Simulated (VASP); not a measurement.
# C in VASP: further runs

Runs on C. Level: LDA. Tasks: single point.

Program: VASP 6.6.1. These are calculated values, not measurements. Logs are shortened: lines on timing, memory, paths and dates and some standing lists are left out, and cuts for length are marked.

### 1 The cell of the first run

The typed cell holds 16 atoms: a = 4.175 Å, b = 4.175 Å, c = 6.818 Å, α = 90.00°, β = 90.00°, γ = 109.47°.

### 2 Single point, LDA (atom 4 moved 0.06 Å)

INCAR

```
PREC = Accurate ; ENCUT = 520
EDIFF = 1E-6 ; ISMEAR = 0
SIGMA = 0.05 ; LREAL = Auto
LASPH = True ; NELM = 80
ALGO = Normal ; ISIF = 2
LWAVE = False ; LCHARG = True
GGA = CA ; LELF = True
LVHAR = True ; NBANDS = 46
```

KPOINTS

```
Automatic mesh
0
Gamma
  6 6 4
```

POSCAR

```
C
1.0
   -2.4103983044      2.4103983044      2.4103983044
    2.4103983044     -2.4103983044      2.4103983044
    4.8207966088      4.8207966088      0.0000000000
C
16
Direct
    0.3257413454      0.0009160421     -0.0001495852
    0.8257413454      0.5009160421      0.4998504148
    0.3375347189      0.3381804999      0.3371148726
    0.8332105413      0.8235238256      0.8395082357
    0.0002702611      0.3263871264     -0.0001495852
    0.5002702611      0.8263871264      0.4998504148
    0.8375347189      0.8381804999      0.1625859570
    0.3375347189      0.3381804999      0.6625859570
    0.0002702611      0.6754449578     -0.0001495852
    0.5002702611      0.1754449578      0.4998504148
    0.1630058033      0.1636515843      0.1625859570
    0.6630058033      0.6636515843      0.6625859570
    0.6747991768      0.0009160421     -0.0001495852
    0.1747991768      0.5009160421      0.4998504148
    0.6630058033      0.6636515843      0.3371148726
    0.1630058033      0.1636515843      0.8371148726
```

Potentials or basis: VASP PAW LDA potentials, release 64 (C).

On the command line:

```bash
$ cat potpaw_LDA.64/C/POTCAR > POTCAR
$ mpirun -np 1 vasp_std > vasp.out
```

OUTCAR:

```text
PREC = Accurate
   ENCUT = 520
   EDIFF = 1E-6
   ISMEAR = 0
   LREAL = Auto
   LASPH = True
   NELM = 80
   ISIF = 2
   GGA = CA

 ion  position               nearest neighbor table
   1  0.326  0.001  1.000-  13 1.46   9 1.57  11 1.57  16 1.57
   2  0.826  0.501  0.500-  14 1.46  10 1.57  12 1.57  15 1.57
   3  0.338  0.338  0.337-  11 1.46  10 1.57  14 1.57  15 1.57
   4  0.833  0.824  0.840-  12 1.45   9 1.53  13 1.58  16 1.62
   5  0.000  0.326  1.000-   9 1.46  13 1.57  11 1.57  16 1.57
   6  0.500  0.826  0.500-  10 1.46  14 1.57  12 1.57  15 1.57
[... 8 lines left out ...]
  15  0.663  0.664  0.337-   7 1.46   2 1.57   6 1.57   3 1.57
  16  0.163  0.164  0.837-   8 1.46   1 1.57   5 1.57   4 1.62

  LATTYP: Found a base centered orthorhombic cell.
 ALAT       =     4.8207966088
 B/A-ratio  =     1.4142135624
 C/A-ratio  =     1.4142135624

  Lattice vectors:

 A1 = (  -2.4103983044,   2.4103983044,   2.4103983044)
 A2 = (   2.4103983044,  -2.4103983044,   2.4103983044)
 A3 = (   4.8207966088,   4.8207966088,   0.0000000000)

Analysis of symmetry for initial positions (statically):
=====================================================================
 Subroutine PRICEL returns:
 Original cell was already a primitive cell.

 Routine SETGRP: Setting up the symmetry group for a
 base centered orthorhombic supercell.

 Subroutine GETGRP returns: Found  1 space group operations
 (whereof  1 operations were pure point group operations)
 out of a pool of  8 trial point group operations.

The static configuration has the point symmetry C_1 .

Analysis of symmetry for dynamics (positions and initial velocities):
=====================================================================
 Subroutine PRICEL returns:
 Original cell was already a primitive cell.

 Routine SETGRP: Setting up the symmetry group for a
 base centered orthorhombic supercell.

 Subroutine GETGRP returns: Found  1 space group operations
 (whereof  1 operations were pure point group operations)
 out of a pool of  8 trial point group operations.

The dynamic configuration has the point symmetry C_1 .

 Subroutine INISYM returns: Found  1 space group operations
 (whereof  1 operations are pure point group operations),
 and found     1 'primitive' translations

----------------------------------------------------------------------------------------

                                     Primitive cell

  volume of cell :     112.0357

  direct lattice vectors                    reciprocal lattice vectors
    -2.410398304  2.410398304  2.410398304    -0.103717298  0.103717298  0.207434597
     2.410398304 -2.410398304  2.410398304     0.103717298 -0.103717298  0.207434597
     4.820796609  4.820796609  0.000000000     0.103717298  0.103717298  0.000000000

  length of vectors
     4.174932330  4.174932330  6.817635946     0.254054458  0.254054458  0.146678410

  position of ions in fractional coordinates (direct lattice)
     0.325741345  0.000916042  0.999850415
     0.825741345  0.500916042  0.499850415
     0.337534719  0.338180500  0.337114873
     0.833210541  0.823523826  0.839508236
     0.000270261  0.326387126  0.999850415
     0.500270261  0.826387126  0.499850415
[... 8 lines left out ...]
     0.663005803  0.663651584  0.337114873
     0.163005803  0.163651584  0.837114873

  ion indices of the primitive-cell ions
   primitive index   ion index
                 1           1
                 2           2
                 3           3
                 4           4
                 5           5
                 6           6
[... 8 lines left out ...]
                15          15
                16          16

----------------------------------------------------------------------------------------

 KPOINTS: Automatic mesh

Automatic generation of k-mesh.
 Grid dimensions read from file:
 generate k-points for:    6    6    4

 Generating k-lattice:

  Cartesian coordinates                     Fractional coordinates (reciprocal lattice)
    -0.017286216  0.017286216  0.034572433     0.166666667  0.000000000  0.000000000
     0.017286216 -0.017286216  0.034572433     0.000000000  0.166666667  0.000000000
     0.025929325  0.025929325  0.000000000     0.000000000  0.000000000  0.250000000

  Length of vectors
     0.042342410  0.042342410  0.036669602

  Shift w.r.t. Gamma in fractional coordinates (k-lattice)
     0.000000000  0.000000000  0.000000000

 Subroutine IBZKPT returns following result:
 ===========================================

 Found     76 irreducible k-points:

 Following reciprocal coordinates:
            Coordinates               Weight
  0.000000  0.000000  0.000000      1.000000
  0.166667  0.000000  0.000000      2.000000
  0.000000  0.166667  0.000000      2.000000
  0.333333  0.000000  0.000000      2.000000
  0.000000  0.333333  0.000000      2.000000
  0.500000  0.000000  0.000000      1.000000
[... 16 lines left out ...]
 -0.166667 -0.000000  0.250000      2.000000
  0.000000  0.166667 -0.250000      2.000000
 [... further k-points ...]
   k-points           NKPTS =     76   k-points in BZ     NKDIM =     76   number of bands    NBANDS=     46
   number of dos      NEDOS =    301   number of ions     NIONS =     16
   total plane-waves  NPLWV =  55296
   dimension x,y,z NGX =    32 NGY =   32 NGZ =   54
   dimension x,y,z NGXF=    64 NGYF=   64 NGZF=  108
   ions per type =              16
   NGX,Y,Z   is equivalent  to a cutoff of  12.74, 12.74, 13.17 a.u.
   NGXF,Y,Z  is equivalent  to a cutoff of  25.48, 25.48, 26.34 a.u.
 SYSTEM =  unknown system
   PREC   = accura    normal or accurate (medium, high low for compatibility)
   ISTART =      0    job   : 0-new  1-cont  2-samecut
   ICHARG =      2    charge: 1-file 2-atom 10-const
   ISPIN  =      1    spin polarized calculation?
   LNONCOLLINEAR =      F non collinear calculations
   LSORBIT =      F    spin-orbit coupling
   LASPH  =      T    aspherical Exc in radial PAW
   ENCUT  =  520.0 eV  38.22 Ry    6.18 a.u.   7.76  7.76 12.68*2*pi/ulx,y,z
   NELM   =     80;   NELMIN=  2; NELMDL= -5     # of ELM steps
   EDIFF  = 0.1E-05   stopping-criterion for ELM
   LREAL  =      T    real-space projection
   EDIFFG = 0.1E-04   stopping-criterion for IOM
   NSW    =      0    number of steps for IOM
   IBRION =     -1    ionic relax: 0-MD 1-quasi-New 2-CG
   NFREE  =      0    steps in history (QN), initial steepest desc. (CG)
   ISIF   =      2    stress and relaxation
   ISYM   =      2    0-nonsym 1-usesym 2-fastsym
   POTIM  = 0.5000    time-step for ionic-motion
   TEBEG  =    0.0;   TEEND  =   0.0 temperature during run
   PSTRESS=    0.0 pullay stress
   NELECT =      64.0000    total number of electrons
   NUPDOWN=      -1.0000    fix difference up-down
   EMIN   =  10.00;   EMAX   =-10.00  energy-range for DOS
   EFERMI =   0.00;   METHOD = LEGACY
   ISMEAR =     0;   SIGMA  =   0.05  broadening in eV -4-tet -1-fermi 0-gaus
   EFERMI_NEDOS =   21; number of points for ismear=-14 and -15
   IALGO  =     38    algorithm
   IMIX   =      4    mixing-type and parameters
     AMIX     =   0.40;   BMIX     =  1.00
     AMIX_MAG =   1.60;   BMIX_MAG =  1.00
  volume/ion in A,a.u.               =       7.00        47.25
  Fermi-wavevector in a.u.,A,eV,Ry     =   1.358364  2.566935 25.104810  1.845151
  Thomas-Fermi vector in A             =   2.485203
   LORBIT       =      0    0 simple, 1 ext, 2 COOP (PROOUT), +10 PAW based schemes
   GGA     = CA    functional components
   LHFCALC =     F    Hartree Fock is set to
   AEXX    =    0.0000 exact exchange contribution
   IVDW    =     0    specifies the selected vdW correction
   LEPSILON=     F    determine dielectric tensor
   LRPA    =     F    only Hartree local field effects (RPA)
 non-spin polarized calculation
 Gauss-broadening in eV      SIGMA  =   0.05
  energy-cutoff  :      520.00
  volume of cell :      112.04
 maximum number of plane-waves:      3033
   NGX = 15   NGY = 15   NGZ = 25

 number of electron      63.9999998 magnetization

 Free energy of the ion-electron system (eV)
  ---------------------------------------------------
  ext. energy  EPLUGINS =         0.00000000
  ---------------------------------------------------
  free energy    TOTEN  =      -150.50249284 eV

  energy without entropy =     -150.50249284  energy(sigma->0) =     -150.50249284

 E-fermi :   7.2683     XC(G=0): -12.0143

 val. band max:        6.9879521218   @ k =   0.5000   0.5000   0.0000
 cond. band min:       9.7574385459   @ k =   0.5000   0.1667   0.0000
 fundamental gap:      2.7694864241
 Fermi energy:         7.2683027149

 k-point     1 :       0.0000    0.0000    0.0000
  band No.  band energies     occupation
      1     -14.1282      2.00000
      2     -13.2534      2.00000
      3      -9.5513      2.00000
      4      -7.6162      2.00000
      5      -5.9948      2.00000
      6      -5.9121      2.00000
[... 36 lines left out ...]
     43      14.7131      0.00000
     44      15.4358      0.00000

 k-point     2 :       0.1667    0.0000    0.0000
  band No.  band energies     occupation
      1     -13.9978      2.00000
      2     -13.1944      2.00000
      3      -9.3925      2.00000
      4      -8.1191      2.00000
      5      -7.1533      2.00000
      6      -6.5455      2.00000
[... 36 lines left out ...]
     43      15.1804      0.00000
     44      15.2364      0.00000

 k-point     3 :       0.0000    0.1667    0.0000
  band No.  band energies     occupation
      1     -13.9971      2.00000
      2     -13.1930      2.00000
      3      -9.3927      2.00000
      4      -8.1405      2.00000
      5      -7.1918      2.00000
      6      -6.5199      2.00000
[... 36 lines left out ...]
     43      15.1705      0.00000
     44      15.2567      0.00000

 k-point     4 :       0.3333    0.0000    0.0000
  band No.  band energies     occupation
      1     -13.6536      2.00000
      2     -13.1185      2.00000
      3      -8.9594      2.00000
      4      -8.9262      2.00000
      5      -8.4234      2.00000
      6      -7.3352      2.00000
[... 882 lines left out ...]
     43      15.3234      0.00000
     44      15.4912      0.00000

 k-point    23 :      -0.1667   -0.0000    0.2500
  band No.  band energies     occupation
      1     -13.9055      2.00000
      2     -13.3457      2.00000
      3      -9.1062      2.00000
      4      -7.9194      2.00000
      5      -7.6255      2.00000
      6      -6.7359      2.00000
[... 36 lines left out ...]
     43      15.4110      0.00000
     44      15.4531      0.00000

 k-point    24 :       0.0000    0.1667   -0.2500
  band No.  band energies     occupation
      1     -13.9050      2.00000
      2     -13.3442      2.00000
      3      -9.1108      2.00000
      4      -7.9366      2.00000
      5      -7.6213      2.00000
      6      -6.8001      2.00000
[... 36 lines left out ...]
     43      15.3550      0.00000
     44      15.4792      0.00000

 [... further k-points ...]

 [bands above 44 left out]

------------------------ aborting loop because EDIFF is reached ----------------------------------------

  FORCE on cell =-STRESS in cart. coord.  units (eV):
  Direction    XX          YY          ZZ          XY          YZ          ZX
  --------------------------------------------------------------------------------------
  -------------------------------------------------------------------------------------
  Total        0.5251047      1.8670777     -0.1559580      0.0238053      0.0842064      0.0195759
  in kB        7.5093105     26.7003253     -2.2302919      0.3404296      1.2042020      0.2799477
  external PRESSURE =      10.6597813 kB  Pullay stress =       0.0000000 kB

 VOLUME and BASIS-vectors are now :
 -----------------------------------------------------------------------------
  energy-cutoff  :      520.00
  volume of cell :      112.04
      direct lattice vectors                 reciprocal lattice vectors
    -2.410398304  2.410398304  2.410398304    -0.103717298  0.103717298  0.207434597
     2.410398304 -2.410398304  2.410398304     0.103717298 -0.103717298  0.207434597
     4.820796609  4.820796609  0.000000000     0.103717298  0.103717298  0.000000000

 POSITION                                       TOTAL-FORCE (eV/Angst)
 -----------------------------------------------------------------------------------
      4.03712      5.60303      0.78737        -0.025450      0.058052     -0.040841
      1.62672      3.19264      3.19777        -0.053034      0.018405     -0.005724
      1.62672      1.62361      1.62874        -0.026270     -0.026545     -0.034949
      4.02375      4.07045      3.99339         0.593680     -1.115937      1.525325
      5.60615      4.03400      0.78737        -0.153012      0.078105     -0.193104
      3.19575      1.62361      3.19777         0.114241     -0.010959      0.101936
[... 8 lines left out ...]
      1.62672      1.62361      3.19777        -0.016667     -0.008540      0.021518
      4.03712      4.03400      0.78737        -0.083201      0.060792     -0.416231
 -----------------------------------------------------------------------------------
    total drift:                               -0.005811     -0.015143      0.013022

  FREE ENERGIE OF THE ION-ELECTRON SYSTEM (eV)
  ---------------------------------------------------
  free  energy   TOTEN  =      -150.5024928433 eV

  energy  without entropy=     -150.5024928433  energy(sigma->0) =     -150.50249284
```

Wall time 4.5 min (1 thread of AMD EPYC 9R45 (Zen 5), shared host); peak memory 0.31 GiB.

What came out:

```
Free energy            : -150.5025 eV
Pressure               : 1.1 GPa
Largest force          : 1.981 eV/Å
Band gap on the k mesh : 2.77 eV
```

Forces in eV/Å, atoms in the order of the input:
```
C   -0.025  0.058 -0.041
C   -0.053  0.018 -0.006
C   -0.026 -0.027 -0.035
C    0.594 -1.116  1.525
C   -0.153  0.078 -0.193
C    0.114 -0.011  0.102
C    0.111  0.140  0.041
C   -0.066 -0.031 -0.211
C   -0.105  0.567 -0.198
C   -0.038  0.031 -0.028
C    0.033  0.005  0.024
C   -0.188  0.193 -0.381
C   -0.133  0.073 -0.191
C    0.035 -0.031 -0.015
C   -0.017 -0.009  0.022
C   -0.083  0.061 -0.416
```

Caveat: the cell differs from its parent crystal (atom 4 moved 0.06 Å); forces of over 1 eV/Å act on the atoms, so gaps and moduli don't describe the material at rest. A k mesh can miss the band edges.

### 3 Single point, LDA

INCAR

```
SYSTEM = C
  PREC = Accurate
  ENCUT = 520
  EDIFF = 1E-6
  ISMEAR = 0
  SIGMA = 0.05
  LREAL = Auto
  LASPH = .TRUE.
  NELM = 80
  ALGO = Normal
  ISIF = 2
  LWAVE = .FALSE.
  LCHARG = .FALSE.
  NBANDS = 46
```

KPOINTS

```
regular mesh
0
G
  6 6 4
  0 0 0
```

POSCAR

```
C
1.0
   -2.4104318696      2.4105269523      2.4102995117
    2.4102896986     -2.4105269147      2.4101573030
    4.8207258464      4.8210581453     -0.0001421334
C
16
Direct
    0.3254879277      0.0000462767     -0.0000129482
    0.8254604129      0.4999866286      0.5000011686
    0.3372840043      0.3372692040      0.3372478845
    0.8372299696      0.8372170967      0.8372931404
    0.0000381929      0.3255030575     -0.0000075179
    0.4999925355      0.8254510416      0.5000167534
    0.8372811255      0.8372957617      0.1627531478
    0.3372209694      0.3372293165      0.6627046999
    0.0000126167      0.6745524147      0.0000058222
    0.4999663878      0.1744969343      0.4999881993
    0.1627662040      0.1627850669      0.1627050750
    0.6627101798      0.6627110018      0.6627558707
    0.6745365607      0.0000178073      0.0000207018
    0.1745146154      0.4999598616      0.4999918749
    0.6627783808      0.6627621958      0.3372974626
    0.1627199171      0.1627163335      0.8372386650
```

Potentials or basis: VASP PAW LDA potentials, release 64 (C).

On the command line:

```bash
$ cat potpaw_LDA.64/C/POTCAR > POTCAR
$ mpirun -np 1 vasp_std > vasp.out
```

It took 4.4 min on 1 thread of AMD EPYC 9R45 (Zen 5), shared host; peak memory 0.31 GiB.

The run converged. Its results:

```
Free energy            : -150.5620 eV
Pressure               : 1.1 GPa
Largest force          : 0.055 eV/Å
Band gap on the k mesh : 2.90 eV
```

Forces on the atoms (eV/Å):
```
C   -0.030  0.029  0.021
C   -0.028  0.030  0.023
C   -0.031 -0.031 -0.029
C   -0.031 -0.033 -0.026
C    0.028 -0.029  0.020
C    0.028 -0.028  0.023
C    0.030  0.031 -0.029
C    0.032  0.033 -0.029
C   -0.028  0.029 -0.023
C   -0.029  0.028 -0.020
C    0.033  0.033  0.029
C    0.029  0.029  0.028
C    0.027 -0.029 -0.023
C    0.029 -0.030 -0.022
C   -0.033 -0.034  0.027
C   -0.028 -0.029  0.030
```

Levels at points of the mesh, in eV from the valence-band top:
```
           k point  band 29  band 30  band 31  band 32  band 33  band 34  band 35  band 36
(0.00, 0.00, 0.00)    -2.17    -0.34    -0.34    -0.33     3.87     4.09     4.09     4.09
(0.50, 0.00, 0.00)    -2.17    -2.17    -1.97    -1.97     3.40     3.40     4.77     4.77
(0.00, 0.50, 0.00)    -2.17    -2.17    -1.97    -1.97     3.40     3.40     4.77     4.77
(0.50, 0.50, 0.00)    -2.17     0.00     0.00     0.00     3.82     3.87     5.51     5.82
(0.00, 0.00, 0.50)    -1.32    -1.32    -0.90    -0.90     3.30     3.30     4.01     4.01
(0.50, 0.00, 0.50)    -2.37    -2.37    -2.17    -2.17     3.87     3.87     5.51     5.51
(0.00, 0.50, 0.50)    -2.37    -2.37    -2.17    -2.17     3.87     3.87     5.51     5.51
(0.50, 0.50, 0.50)    -1.41    -1.41    -0.95    -0.95     5.03     5.03     5.47     5.47
```
